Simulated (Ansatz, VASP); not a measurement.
# Mo: VASP beside Ansatz

Contents of INCAR:

```
  PREC = Accurate
  ENCUT = 520
  EDIFF = 1E-7
  ISMEAR = -1
  SIGMA = 0.15
  LREAL = F
  LASPH = T
  NELM = 80
  ALGO = Normal
  ISIF = 2
  LWAVE = F
  LCHARG = T
  GGA = PE
  LELF = T
  LVHAR = T
  NBANDS = 13
```

File KPOINTS:

```
Automatic mesh
0
Gamma
  10 10 10
```

File POSCAR:

```
Mo
1.0
    0.0000000000      1.9980664263      1.9980664263
    1.9980664263      0.0000000000      1.9980664263
    1.9980664263      1.9980664263      0.0000000000
Mo
1
Direct
    0.0000000000      0.0000000000      0.0000000000
```

Input for Ansatz:

```yaml
crystal:
  lattice:
    - [0.0, 1.9980664263008807, 1.9980664263008807]
    - [1.9980664263008807, 0.0, 1.9980664263008807]
    - [1.9980664263008807, 1.9980664263008807, 0.0]
  atoms:
    - { symbol: Mo, position: [0.0, 0.0, 0.0] }
basis:
  ecutwfc: 557.833418042754
kpoints:
  mp_grid:
    grid: [10, 10, 10]
hamiltonian:
  xc: pbe
  pseudopotentials:
    kind: paw
scf:
  occupations:
    method: fermi_dirac
    width: 0.15
output:
  stress: true
```

Alike in both runs: task single point; functional PBE; k mesh 10 × 10 × 10; occupations fermi-dirac, width 0.15 eV; no spin polarisation.

|  | VASP | Ansatz |
| --- | --- | --- |
| version | VASP 6.6.1 | Ansatz 0.2.0 |
| potentials or method | VASP PAW PBE potentials, release 64 (Mo_sv), cutoff 520 eV | plane waves, PAW |
| valence electrons in the cell | 14 | 14 |

VASP gave:

| Item | Value |
| --- | --- |
| pressure (GPa) | 1.8 |

Q: Estimate Ansatz's values.

A: Pressure (GPa): 1.3.

With one functional, cell and mesh, what is left measures potentials, basis and numerics.
